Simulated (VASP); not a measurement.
# Hf (P6_3/mmc) in VASP: notebook

Aim: see how the results for Hf move with the level of theory and the settings. Levels: PBEsol, RPBE+U. Tasks: elastic constants, single point.

Program: VASP 6.6.1. These are calculated values, not measurements. Logs are shortened: lines on timing, memory, paths and dates and some standing lists are left out, and cuts for length are marked.

### Step 1. The cell of the first run

The structure is hexagonal, space group P6_3/mmc (No. 194). The conventional cell has a = 3.197 Å, b = 3.197 Å, c = 5.058 Å, α = 90.00°, β = 90.00°, γ = 120.00°. Within 4.1 Å of Hf (site symmetry -6m2) lie 12 Hf at 3.13 to 3.20 Å.

### Step 2. Elastic constants, PBEsol

INCAR

```
PREC = Accurate
ENCUT = 600
EDIFF = 1E-8
ISMEAR = -1
SIGMA = 0.05
LREAL = False
LASPH = True
NELM = 80
ALGO = Fast
ISIF = 3
LWAVE = False
LCHARG = False
GGA = PS
NBANDS = 17
IBRION = 6
NFREE = 2
POTIM = 0.015
NSW = 1
```

KPOINTS

```
Automatic mesh
0
Gamma
  7 7 4
```

POSCAR

```
Hf
1.0
    3.1967000000      0.0000000000      0.0000000000
   -1.5983500000      2.7684234083      0.0000000000
    0.0000000000      0.0000000000      5.0578000000
Hf
2
Direct
    0.6666666667      0.3333333333      0.7500000000
    0.3333333333      0.6666666667      0.2500000000
```

Potentials or basis: VASP PAW PBE potentials, release 64 (Hf_pv).

The run is started by

```bash
> cat potpaw_PBE.64/Hf_pv/POTCAR > POTCAR
> mpirun -np 1 vasp_std > vasp.out
```

OUTCAR:

```text
PREC = Accurate
   ENCUT = 600
   EDIFF = 1E-8
   ISMEAR = -1
   LREAL = False
   LASPH = True
   NELM = 80
   ISIF = 3
   GGA = PS
   IBRION = 6
   NFREE = 2
   POTIM = 0.015
   NSW = 1

 ion  position               nearest neighbor table
   1  0.667  0.333  0.750-   2 3.13   2 3.13   2 3.13   2 3.13   2 3.13   2 3.13
   2  0.333  0.667  0.250-   1 3.13   1 3.13   1 3.13   1 3.13   1 3.13   1 3.13

  LATTYP: Found a hexagonal cell.
 ALAT       =     3.1967000000
 C/A-ratio  =     1.5821941377

  Lattice vectors:

 A1 = (   3.1967000000,   0.0000000000,   0.0000000000)
 A2 = (  -1.5983500000,   2.7684234083,   0.0000000000)
 A3 = (   0.0000000000,   0.0000000000,   5.0578000000)

Analysis of symmetry for initial positions (statically):
=====================================================================
 Subroutine PRICEL returns:
 Original cell was already a primitive cell.

 Routine SETGRP: Setting up the symmetry group for a
 hexagonal supercell.

 Subroutine GETGRP returns: Found 24 space group operations
 (whereof 12 operations were pure point group operations)
 out of a pool of 24 trial point group operations.

The static configuration has the point symmetry D_3d.
 The point group associated with its full space group is D_6h.

Analysis of symmetry for dynamics (positions and initial velocities):
=====================================================================
 Subroutine PRICEL returns:
 Original cell was already a primitive cell.

 Routine SETGRP: Setting up the symmetry group for a
 hexagonal supercell.

 Subroutine GETGRP returns: Found 24 space group operations
 (whereof 12 operations were pure point group operations)
 out of a pool of 24 trial point group operations.

[... 815 lines left out ...]
      5     -25.5402      2.00000
      6     -25.5379      2.00000
[... 9 lines left out ...]
     16      10.1420      0.00000
     17      12.5571      0.00000

 [... further k-points ...]
[... 5 lines left out ...]
  --------------------------------------------------------------------------------------
  -------------------------------------------------------------------------------------
  Total       -1.1961875     -1.1961875     -0.8746553      0.0000000      0.0000000     -0.0000000
  in kB      -42.8167584    -42.8167584    -31.3077218      0.0000000      0.0000000     -0.0000000
  external PRESSURE =     -38.9804129 kB  Pullay stress =       0.0000000 kB
[... 17 lines left out ...]
  FREE ENERGIE OF THE ION-ELECTRON SYSTEM (eV)
  ---------------------------------------------------
  free  energy   TOTEN  =       -20.9889065952 eV

  energy  without entropy=      -20.9763212718  energy(sigma->0) =      -20.98261393

 INTERNAL STRAIN TENSORS FROM STRAINED CELLS
 ============================================

 INTERNAL STRAIN TENSOR FOR ION    1 for displacements in x,y,z  (eV/Angst):
          X           Y           Z          XY          YZ          ZX
  --------------------------------------------------------------------------------
  x     0.00000     0.00000    -0.00000     3.68875     0.00000    -0.00000
  y     3.68043    -3.65783    -0.00000    -0.00006     0.00003     0.00031
  z     0.00000     0.00000     0.00000     0.00000     0.00323     0.00000

 INTERNAL STRAIN TENSORS FROM DISPLACED ATOMS
 ============================================

 INTERNAL STRAIN TENSOR FOR ION    1 for displacements in x,y,z  (eV/Angst):
          X           Y           Z          XY          YZ          ZX
  --------------------------------------------------------------------------------
  x     0.00000     0.00000     0.00000     3.72271     0.00000     0.00000
  y     3.72271    -3.72271     0.00000     0.00000     0.00000     0.00000
  z     0.00000     0.00000    -0.00000     0.00000    -0.00000     0.00000

 INTERNAL STRAIN TENSOR FOR ION    2 for displacements in x,y,z  (eV/Angst):
          X           Y           Z          XY          YZ          ZX
  --------------------------------------------------------------------------------
  x     0.00000     0.00000     0.00000    -3.72271     0.00000     0.00000
  y    -3.72271     3.72271     0.00000     0.00000     0.00000     0.00000
  z    -0.00000    -0.00000     0.00000     0.00000     0.00000    -0.00000

 Eigenvectors and eigenvalues of the dynamical matrix
 ----------------------------------------------------

   1 f  =    2.781666 THz    17.477725 2PiTHz   92.786401 cm-1    11.504042 meV
             X         Y         Z           dx          dy          dz
      1.598350  0.922808  3.793350    -0.000000    0.000000    0.707107
     -0.000000  1.845616  1.264450     0.000000   -0.000000   -0.707107
[... 11 lines left out ...]
   4 f  =    0.000000 THz     0.000000 2PiTHz    0.000001 cm-1     0.000000 meV
             X         Y         Z           dx          dy          dz
      1.598350  0.922808  3.793350     0.583984   -0.397849    0.026061
     -0.000000  1.845616  1.264450     0.583984   -0.397849    0.026061

   5 f/i=    0.000000 THz     0.000000 2PiTHz    0.000000 cm-1     0.000000 meV
             X         Y         Z           dx          dy          dz
      1.598350  0.922808  3.793350     0.398633    0.581777   -0.051259
     -0.000000  1.845616  1.264450     0.398633    0.581777   -0.051259

   6 f/i=    0.000000 THz     0.000000 2PiTHz    0.000001 cm-1     0.000000 meV
             X         Y         Z           dx          dy          dz
      1.598350  0.922808  3.793350     0.007398    0.057025    0.704765
     -0.000000  1.845616  1.264450     0.007398    0.057025    0.704765

--------------------------------------------------------------------------------------------------------

 ELASTIC MODULI CONTR FROM IONIC RELAXATION (kBar)
 Direction    XX          YY          ZZ          XY          YZ          ZX
 --------------------------------------------------------------------------------
 XX        -373.2196    373.2196     -0.0000     -0.0000     -0.0000      0.0000
 YY         373.2196   -373.2196      0.0000      0.0000      0.0000     -0.0000
 ZZ          -0.0000      0.0000     -0.0000     -0.0000     -0.0000      0.0000
 XY          -0.0000      0.0000     -0.0000   -373.2196     -0.0000      0.0000
 YZ          -0.0000      0.0000     -0.0000     -0.0000     -0.0000      0.0000
 ZX           0.0000     -0.0000      0.0000      0.0000      0.0000     -0.0000
 --------------------------------------------------------------------------------

 TOTAL ELASTIC MODULI (kBar)
 Direction    XX          YY          ZZ          XY          YZ          ZX
 --------------------------------------------------------------------------------
 XX        1514.9937    985.9238    680.1476     -0.0000     -0.0000     -0.0000
 YY         985.9238   1514.9937    680.1476      0.0000     -0.0000      0.0000
 ZZ         680.1476    680.1476   1874.2506      0.0000     -0.0000      0.0000
 XY          -0.0000      0.0000      0.0000    264.5350     -0.0000      0.0000
 YZ          -0.0000      0.0000     -0.0000     -0.0000    528.6434      0.0000
 ZX           0.0000     -0.0000      0.0000      0.0000      0.0000    528.6433
 --------------------------------------------------------------------------------
```

OSZICAR:

```text
N       E                     dE             d eps       ncg     rms          rms(c)
DAV:   1     0.550063752064E+02    0.55006E+02   -0.12213E+04   816   0.124E+03
DAV:   2    -0.196660663398E+02   -0.74672E+02   -0.72830E+02  1080   0.272E+02
[... 259 lines left out ...]
RMM:   5    -0.209889086720E+02   -0.12189E-04   -0.27460E-04  1112   0.129E-01    0.613E-02
RMM:   6    -0.209889072197E+02    0.14523E-05   -0.52811E-05  1004   0.578E-02    0.505E-02
RMM:   7    -0.209889066242E+02    0.59548E-06   -0.11168E-05  1079   0.257E-02    0.510E-03
RMM:   8    -0.209889065144E+02    0.10977E-06   -0.23457E-06  1030   0.122E-02    0.844E-03
RMM:   9    -0.209889065594E+02   -0.44947E-07   -0.37767E-07  1126   0.498E-03    0.676E-03
RMM:  10    -0.209889066019E+02   -0.42564E-07   -0.88362E-08   963   0.238E-03    0.105E-03
RMM:  11    -0.209889065952E+02    0.67459E-08   -0.19904E-08   689   0.108E-03
  17 F= -.20988907E+02 E0= -.20982614E+02  d E =-.125853E-01
```

stdout:

```text
POSCAR found type information on POSCAR Hf
 POSCAR found :  1 types and       2 ions
 scaLAPACK will be used
 -----------------------------------------------------------------------------
|                                                                             |
|                                                                             |
|     You enforced a specific xc type in the INCAR file but a different       |
[... 36 lines left out ...]
 bond charge predicted
 Finite differences progress:
 bond charge predicted
 Finite differences progress:
 bond charge predicted
 Finite differences progress:
 bond charge predicted
 Finite differences progress:
 bond charge predicted
 Finite differences progress:
 bond charge predicted
 num prob RMM:   9    -0.209889065594E+02   -0.44947E-07   -0.37767E-07  1126   0.498E-03    0.676E-03
 Finite differences progress:
```

Run time: 8.2 min. Hardware: 1 thread of Intel Xeon Platinum 8488C (Sapphire Rapids), shared host; peak memory 0.26 GiB.

Results:

```yaml
Voigt_bulk_modulus: 107 GPa
Highest_phonon_frequency_at_Γ: 93 cm⁻¹
```

Phonon frequencies in cm⁻¹ (negative: imaginary):
```tsv
q point	frequencies
(0.000, 0.000, 0.000)	0 0 0 64 64 93
```

Elastic tensor in Voigt notation (GPa, in the Cartesian axes of the cell as first typed):
```
151  99  68   0   0   0
 99 151  68   0   0   0
 68  68 187   0   0   0
  0   0   0  53   0   0
  0   0   0   0  53   0
  0   0   0   0   0  26
```

Clamped-ion elastic tensor (GPa):
```
189  61  68   0   0   0
 61 189  68   0   0   0
 68  68 187   0   0   0
  0   0   0  53   0   0
  0   0   0   0  53   0
  0   0   0   0   0  64
```

Caveat: the cell is under stress, which shifts elastic constants; the PAW data sets were made with another functional, which shifts forces and pressure a little; spin-orbit coupling is left out, which moves the levels of the heavy elements.

### Step 3. Single point, RPBE+U, non-collinear spin, zero start, spin-orbit coupling

INCAR

```
SYSTEM = Hf
PREC = Accurate
ENCUT = 520
EDIFF = 1E-6
ISMEAR = -1
SIGMA = 0.1
LREAL = .False.
LASPH = .True.
NELM = 150
ALGO = Normal
ISIF = 2
LWAVE = .False.
LCHARG = .False.
LNONCOLLINEAR = .True.
MAGMOM = 0 0 0 0 0 0
LORBIT = 11
LSORBIT = .True.
GGA_COMPAT = .False.
LORBMOM = .True.
LMAXMIX = 4
LDAU = .True.
LDAUTYPE = 2
LDAUL = 2
LDAUU = 6.2
LDAUJ = 0
LDAUPRINT = 1
GGA = RP
NBANDS = 32
```

KPOINTS

```
Automatic mesh
0
Gamma
  10 10 5
  0 0 0
```

POSCAR is that of step 2.

Potentials or basis: VASP PAW PBE potentials, release 64 (Hf_pv).

The run is started by

```bash
> cat potpaw_PBE.64/Hf_pv/POTCAR > POTCAR
> mpirun -np 1 vasp_ncl > vasp.out
```

Run time: 1.9 min. Hardware: 1 thread of Oxide Virtual Turin-like, shared host; peak memory 0.26 GiB.

Results (log left out):

```yaml
Free_energy: -12.8087 eV
Pressure: 24.2 GPa
Net_moment: 0.00 μB per cell
Valence_electrons_inside_the_program's_atomic_spheres: Hf 8.30
```

Stress tensor (GPa, compression positive):
```
24.26  0.00  0.00
 0.00 24.26  0.00
 0.00  0.00 24.09
```

Moments on the atoms (μB; x, y, z):
```
Hf  0.00 0.00 0.00
Hf  0.00 0.00 0.00
```

Caveat: the cell stands under pressure; the PAW data sets were made with another functional, which shifts forces and pressure a little; the U is typed as a test and isn't derived for this compound. The state reached can hang on the start; a lower one may exist.
